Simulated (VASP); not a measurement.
Input of a VASP 6.6.1 run:

File INCAR:

```
SYSTEM = C
  ALGO = Normal
  EDIFF = 1E-6
  ENCUT = 520
  ISIF = 2
  ISMEAR = 0
  LASPH = .True.
  LCHARG = .False.
  LREAL = .False.
  LWAVE = .False.
  NBANDS = 11
  NELM = 100
  PREC = Accurate
  SIGMA = 0.01
```

Contents of KPOINTS:

```
k-points
0
Gamma
  12 12 12
  0 0 0
```

File POSCAR:

```
C
1.0
    1.7683944308      1.7683944308      0.0000000000
   -1.7683944308      1.7683944308      0.0000000000
    0.0000000000      1.7683944308      1.7683944308
C
2
Direct
    0.5000000000      0.5000000000      0.0000000000
    0.7500000000      0.2500000000      0.5000000000
```

Potentials or basis: VASP PAW LDA potentials, release 64 (C).

Launch:

```console
$ cat potpaw_LDA.64/C/POTCAR > POTCAR
$ mpirun -np 1 vasp_std > vasp.out
```

Problem. Estimate the pressure.

Solution. -0.4 GPa.

Problem. What does it give for the band gap on the k mesh?

Solution. 4.19 eV, indirect (least direct gap 5.61 eV).

A k mesh can miss the band edges.
